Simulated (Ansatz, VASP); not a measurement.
# Cu: VASP beside Ansatz

```
CELL_PARAMETERS angstrom
2.48749 0.00000 0.00000
0.00000 2.48749 0.00000
0.00000 0.00000 21.27680
ATOMIC_POSITIONS crystal
Cu 0.25000 0.25000 0.37795
Cu 0.75000 0.75000 0.45830
Cu 0.25000 0.25000 0.54170
Cu 0.75000 0.75000 0.62205
```

Alike in both runs: functional LDA; k mesh 15 × 15 × 1; occupations fermi-dirac, width 0.08 eV; no spin polarisation.

Ansatz relaxed the structure, and its values are those at the end. VASP's run is a single point on that final structure, the one shown.

|  | VASP | Ansatz |
| --- | --- | --- |
| version | VASP 6.6.1 | Ansatz 0.2.0 |
| potentials or method | VASP PAW LDA potentials, release 64 (Cu) | PAW with Ansatz's default frozen-core files, scalar-relativistic |
| plane-wave cutoff (eV) | 520 | 420 |
| valence electrons in the cell | 44 | 76 |

|  | VASP | Ansatz | Ansatz less VASP |
| --- | --- | --- | --- |
| rms of the force components (eV/Å) | 0.016 | 0.000 | -0.0163 |

LDA's correlation is that of Perdew and Zunger in VASP and of Perdew and Wang (1992) in Ansatz. VASP's potentials hold 44 valence electrons a cell and Ansatz's 76, so a difference there can come from the potentials and not from the codes. Ansatz's warnings: stress scf threshold loose.
